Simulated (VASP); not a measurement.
# LaBi (Fm-3m) in VASP: further runs, part 2 of 2

VASP 6.6.1.

## 3. Single point, LDA

This run uses another cell than the first one, of 32.54 Å³/atom, 1.045 times its volume.

Contents of INCAR:

```
ALGO = Normal
EDIFF = 1E-7
ENCUT = 520
ISIF = 2
ISMEAR = 1
LASPH = True
LCHARG = False
LREAL = False
LWAVE = False
NBANDS = 20
NELM = 100
PREC = Accurate
SIGMA = 0.05
```

Contents of KPOINTS:

```
k-points
0
Gamma
  6 6 6
```

Contents of POSCAR:

```
LaBi
1.0
    0.0000000000      3.1925228221      3.1925228221
    3.1925228221      0.0000000000      3.1925228221
    3.1925228221      3.1925228221      0.0000000000
La Bi
1 1
Direct
    0.0000000000      0.0000000000      0.0000000000
    0.5000000000      0.5000000000      0.5000000000
```

Potentials or basis: VASP PAW LDA potentials, release 64 (La, Bi_d).

On the command line:

```sh
cat potpaw_LDA.64/La/POTCAR potpaw_LDA.64/Bi_d/POTCAR > POTCAR
mpirun -np 1 vasp_std > vasp.out
```

OUTCAR:

```text
EDIFF = 1E-7
   ENCUT = 520
   ISIF = 2
   ISMEAR = 1
   LASPH = True
   LREAL = False
   NELM = 100
   PREC = Accurate

 ion  position               nearest neighbor table
   1  0.000  0.000  0.000-   2 3.19   2 3.19   2 3.19   2 3.19   2 3.19   2 3.19
   2  0.500  0.500  0.500-   1 3.19   1 3.19   1 3.19   1 3.19   1 3.19   1 3.19

  LATTYP: Found a face centered cubic cell.
 ALAT       =     6.3850456442

  Lattice vectors:

 A1 = (   0.0000000000,   3.1925228221,   3.1925228221)
 A2 = (   3.1925228221,   0.0000000000,   3.1925228221)
 A3 = (   3.1925228221,   3.1925228221,   0.0000000000)

Analysis of symmetry for initial positions (statically):
=====================================================================
 Subroutine PRICEL returns:
 Original cell was already a primitive cell.

 Routine SETGRP: Setting up the symmetry group for a
 face centered cubic supercell.

 Subroutine GETGRP returns: Found 48 space group operations
 (whereof 48 operations were pure point group operations)
 out of a pool of 48 trial point group operations.

The static configuration has the point symmetry O_h .

Analysis of symmetry for dynamics (positions and initial velocities):
=====================================================================
 Subroutine PRICEL returns:
 Original cell was already a primitive cell.

 Routine SETGRP: Setting up the symmetry group for a
 face centered cubic supercell.

 Subroutine GETGRP returns: Found 48 space group operations
 (whereof 48 operations were pure point group operations)
 out of a pool of 48 trial point group operations.

The dynamic configuration has the point symmetry O_h .

 Subroutine INISYM returns: Found 48 space group operations
 (whereof 48 operations are pure point group operations),
 and found     1 'primitive' translations

----------------------------------------------------------------------------------------

                                     Primitive cell

  volume of cell :      65.0777

  direct lattice vectors                    reciprocal lattice vectors
     0.000000000  3.192522822  3.192522822    -0.156615952  0.156615952  0.156615952
     3.192522822  0.000000000  3.192522822     0.156615952 -0.156615952  0.156615952
     3.192522822  3.192522822  0.000000000     0.156615952  0.156615952 -0.156615952

  length of vectors
     4.514909073  4.514909073  4.514909073     0.271266786  0.271266786  0.271266786

  position of ions in fractional coordinates (direct lattice)
     0.000000000  0.000000000  0.000000000
     0.500000000  0.500000000  0.500000000

  ion indices of the primitive-cell ions
   primitive index   ion index
                 1           1
                 2           2

----------------------------------------------------------------------------------------

 KPOINTS: k-points

Automatic generation of k-mesh.
 Grid dimensions read from file:
 generate k-points for:    6    6    6

 Generating k-lattice:

  Cartesian coordinates                     Fractional coordinates (reciprocal lattice)
    -0.026102659  0.026102659  0.026102659     0.166666667  0.000000000  0.000000000
     0.026102659 -0.026102659  0.026102659     0.000000000  0.166666667  0.000000000
     0.026102659  0.026102659 -0.026102659     0.000000000  0.000000000  0.166666667

  Length of vectors
     0.045211131  0.045211131  0.045211131

  Shift w.r.t. Gamma in fractional coordinates (k-lattice)
     0.000000000  0.000000000  0.000000000

 Subroutine IBZKPT returns following result:
 ===========================================

 Found     16 irreducible k-points:

 Following reciprocal coordinates:
            Coordinates               Weight
  0.000000  0.000000  0.000000      1.000000
  0.166667  0.000000  0.000000      8.000000
  0.333333  0.000000  0.000000      8.000000
  0.500000  0.000000  0.000000      4.000000
  0.166667  0.166667  0.000000      6.000000
  0.333333  0.166667  0.000000     24.000000
[... 8 lines left out ...]
 -0.333333  0.333333  0.166667     24.000000
 -0.333333  0.500000  0.166667     12.000000
   k-points           NKPTS =     16   k-points in BZ     NKDIM =     16   number of bands    NBANDS=     20
   number of dos      NEDOS =    301   number of ions     NIONS =      2
   total plane-waves  NPLWV =  46656
   dimension x,y,z NGX =    36 NGY =   36 NGZ =   36
   dimension x,y,z NGXF=    72 NGYF=   72 NGZF=   72
   ions per type =               1   1
   NGX,Y,Z   is equivalent  to a cutoff of  13.26, 13.26, 13.26 a.u.
   NGXF,Y,Z  is equivalent  to a cutoff of  26.51, 26.51, 26.51 a.u.
 SYSTEM =  unknown system
   PREC   = accura    normal or accurate (medium, high low for compatibility)
   ISTART =      0    job   : 0-new  1-cont  2-samecut
   ICHARG =      2    charge: 1-file 2-atom 10-const
   ISPIN  =      1    spin polarized calculation?
   LNONCOLLINEAR =      F non collinear calculations
   LSORBIT =      F    spin-orbit coupling
   LASPH  =      T    aspherical Exc in radial PAW
   ENCUT  =  520.0 eV  38.22 Ry    6.18 a.u.   8.39  8.39  8.39*2*pi/ulx,y,z
   NELM   =    100;   NELMIN=  2; NELMDL= -5     # of ELM steps
   EDIFF  = 0.1E-06   stopping-criterion for ELM
   LREAL  =      F    real-space projection
   EDIFFG = 0.1E-05   stopping-criterion for IOM
   NSW    =      0    number of steps for IOM
   IBRION =     -1    ionic relax: 0-MD 1-quasi-New 2-CG
   NFREE  =      0    steps in history (QN), initial steepest desc. (CG)
   ISIF   =      2    stress and relaxation
   ISYM   =      2    0-nonsym 1-usesym 2-fastsym
   POTIM  = 0.5000    time-step for ionic-motion
   TEBEG  =    0.0;   TEEND  =   0.0 temperature during run
   PSTRESS=    0.0 pullay stress
   NELECT =      26.0000    total number of electrons
   NUPDOWN=      -1.0000    fix difference up-down
   EMIN   =  10.00;   EMAX   =-10.00  energy-range for DOS
   EFERMI =   0.00;   METHOD = LEGACY
   ISMEAR =     1;   SIGMA  =   0.05  broadening in eV -4-tet -1-fermi 0-gaus
   EFERMI_NEDOS =   21; number of points for ismear=-14 and -15
   IALGO  =     38    algorithm
   IMIX   =      4    mixing-type and parameters
     AMIX     =   0.40;   BMIX     =  1.00
     AMIX_MAG =   1.60;   BMIX_MAG =  1.00
  volume/ion in A,a.u.               =      32.54       219.58
  Fermi-wavevector in a.u.,A,eV,Ry     =   1.205744  2.278527 19.780418  1.453820
  Thomas-Fermi vector in A             =   2.341432
   LORBIT       =      0    0 simple, 1 ext, 2 COOP (PROOUT), +10 PAW based schemes
   GGA     = CA    functional components
   LHFCALC =     F    Hartree Fock is set to
   AEXX    =    0.0000 exact exchange contribution
   IVDW    =     0    specifies the selected vdW correction
   LEPSILON=     F    determine dielectric tensor
   LRPA    =     F    only Hartree local field effects (RPA)
 non-spin polarized calculation
 Methfessel and Paxton  Order N= 1 SIGMA  =   0.05
  energy-cutoff  :      520.00
  volume of cell :       65.08
 maximum number of plane-waves:      1807
 NGX is ok and might be reduce to    36
   NGX = 17   NGY = 17   NGZ = 17

 number of electron      26.0000004 magnetization

 Free energy of the ion-electron system (eV)
  ---------------------------------------------------
  ext. energy  EPLUGINS =         0.00000000
  ---------------------------------------------------
  free energy    TOTEN  =       -12.24493306 eV

  energy without entropy =      -12.24446105  energy(sigma->0) =      -12.24477572

 E-fermi :   7.4224     XC(G=0): -10.1845

 val. band max:        7.3976363706   @ k =   0.1667   0.1667   0.0000
 cond. band min:       7.4381496983   @ k =   0.3333   0.3333   0.0000
 fundamental gap:      0.0405133276
 Fermi energy:         7.4223985658

 k-point     1 :       0.0000    0.0000    0.0000
  band No.  band energies     occupation
      1     -24.7543      2.00000
      2     -14.1511      2.00000
      3     -14.1511      2.00000
      4     -14.0838      2.00000
      5     -14.0838      2.00000
      6     -14.0838      2.00000
[... 12 lines left out ...]
     19       9.8815      0.00000
     20       9.8819      0.00000
[... 323 lines left out ...]
 k-point    16 :      -0.3333    0.5000    0.1667
  band No.  band energies     occupation
      1     -24.7233      2.00000
      2     -14.1597      2.00000
      3     -14.1319      2.00000
      4     -14.0846      2.00000
      5     -14.0732      2.00000
      6     -14.0668      2.00000
[... 12 lines left out ...]
     19       9.8407      0.00000
     20       9.9166      0.00000

------------------------ aborting loop because EDIFF is reached ----------------------------------------

  FORCE on cell =-STRESS in cart. coord.  units (eV):
  Direction    XX          YY          ZZ          XY          YZ          ZX
  --------------------------------------------------------------------------------------
  -------------------------------------------------------------------------------------
  Total        1.4698351      1.4698351      1.4698351      0.0000000      0.0000000     -0.0000000
  in kB       36.1865480     36.1865480     36.1865480      0.0000000      0.0000000     -0.0000000
  external PRESSURE =      36.1865480 kB  Pullay stress =       0.0000000 kB

 VOLUME and BASIS-vectors are now :
 -----------------------------------------------------------------------------
  energy-cutoff  :      520.00
  volume of cell :       65.08
      direct lattice vectors                 reciprocal lattice vectors
     0.000000000  3.192522822  3.192522822    -0.156615952  0.156615952  0.156615952
     3.192522822  0.000000000  3.192522822     0.156615952 -0.156615952  0.156615952
     3.192522822  3.192522822  0.000000000     0.156615952  0.156615952 -0.156615952

 POSITION                                       TOTAL-FORCE (eV/Angst)
 -----------------------------------------------------------------------------------
      0.00000      0.00000      0.00000         0.000000      0.000000      0.000000
      3.19252      3.19252      3.19252         0.000000     -0.000000     -0.000000
 -----------------------------------------------------------------------------------
    total drift:                                0.000000      0.000000      0.000000

  FREE ENERGIE OF THE ION-ELECTRON SYSTEM (eV)
  ---------------------------------------------------
  free  energy   TOTEN  =       -12.2449330609 eV

  energy  without entropy=      -12.2444610516  energy(sigma->0) =      -12.24477572
```

Run time: 34 s. Hardware: 1 thread of AMD EPYC 7R13 (Zen 3), shared host; peak memory 0.16 GiB.

What came out:

```yaml
Free_energy: -12.2449 eV
Pressure: 3.6 GPa
Band_gap_on_the_k_mesh: zero (band 13 reaches 7.86 eV, above the bottom of band 14 at 7.38 eV)
```

Caveat: spin-orbit coupling is left out, which moves the levels of the heavy elements.
